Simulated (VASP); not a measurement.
A run of VASP 6.6.1 is set up as follows.

The input INCAR:

```
ALGO = Normal
EDIFF = 1E-6
EDIFFG = -0.04
ENCUT = 600
GGA = PE
IBRION = 2
ISIF = 3
ISMEAR = 0
LASPH = T
LCHARG = F
LREAL = F
LWAVE = F
NELM = 60
NSW = 90
PREC = Accurate
SIGMA = 0.1
```

File KPOINTS:

```
k-points
0
Gamma
  4 4 4
```

Contents of POSCAR:

```
Si2N
1.0
    4.3254987500      0.0000000000      0.0000000000
    0.0000000000      4.3254987500      0.0000000000
    0.0000000000      0.0000000000      4.6196904600
Si N
4 2
Direct
    0.7252257900      0.7252257900      0.1954559200
    0.2747742100      0.2747742100      0.1954559200
    0.2747742100      0.7252257900      0.1954559200
    0.7252257900      0.2747742100      0.1954559200
    0.5000000000      0.0000000000      0.0565912800
    0.0000000000      0.5000000000      0.0565912800
```

Potentials or basis: VASP PAW PBE potentials, release 64 (Si, N).

Run with:

```bash
$ cat potpaw_PBE.64/Si/POTCAR potpaw_PBE.64/N/POTCAR > POTCAR
$ mpirun -np 1 vasp_std > vasp.out
```

Question: Estimate the relaxed cell.

Answer: a = 5.316 Å, b = 5.316 Å, c = 2.659 Å, α = 90.00°, β = 90.00°, γ = 90.00°.

Question: What does it give for the band gap on the k mesh?

Answer: Zero (bands 13 and 14 overlap by 1.83 eV).

Question: What does it give for the space group after relaxing (to 0.1 Å)?

Answer: P4/mmm (No. 123).

Question: What does it give for the relaxed volume?

Answer: 12.52 Å³/atom.

The path:
```tsv
step	energy change (eV)	largest force (eV/Å)	pressure (GPa)	volume (Å³)
1	0.0000	9.1787	72.95	86.43
3	-9.1328	0.6642	-3.79	123.48
5	-9.3195	0.6084	0.94	114.23
7	-9.3260	0.4571	0.28	115.17
9	-9.3728	0.0523	-1.89	115.44
11	-9.3956	0.3303	0.90	109.00
13	-9.4121	0.1364	-0.46	111.26
15	-9.4185	0.1544	0.30	109.84
17	-9.4228	0.0658	-0.50	109.68
19	-9.4297	0.1646	-0.17	106.99
21	-9.4309	0.2252	0.05	105.78
23	-9.4414	0.2156	-0.02	104.09
25	-9.4919	0.1853	0.16	96.47
27	-9.5360	0.0940	3.28	85.90
29	-9.5851	0.1248	4.99	82.55
31	-9.6693	0.3833	5.57	77.33
33	-9.6946	0.4778	4.53	77.21
35	-9.7884	0.5672	0.11	81.11
37	-9.8065	0.6512	-1.77	83.74
39	-9.9156	0.4794	-1.01	84.21
41	-10.0681	0.3955	0.65	86.30
43	-10.2213	0.3111	-2.23	87.21
45	-10.2632	0.2241	-16.10	90.25
47	-10.5510	0.1590	-11.10	88.19
49	-10.7527	0.1771	-12.39	84.94
51	-11.0875	0.4310	-5.10	77.74
53	-11.1141	0.5011	-2.06	75.69
55	-11.1281	0.4656	-1.61	75.43
57	-11.1989	0.0769	-0.02	74.73
59	-11.2038	0.0199	0.12	74.80
61	-11.1786	0.1056	-1.62	76.77
63	-11.2117	0.0637	-0.51	75.53
65	-11.2124	0.0594	-0.38	75.42
67	-11.2129	0.0499	0.15	75.10
69	-11.2136	0.0277	0.10	75.14
```

Caveat: the k points lie up to 0.59 Å⁻¹ apart in the final cell, too coarse for converged energies and pressures of a metal; a cell axis changed by over 15 % at a fixed basis, so the end point is rough.
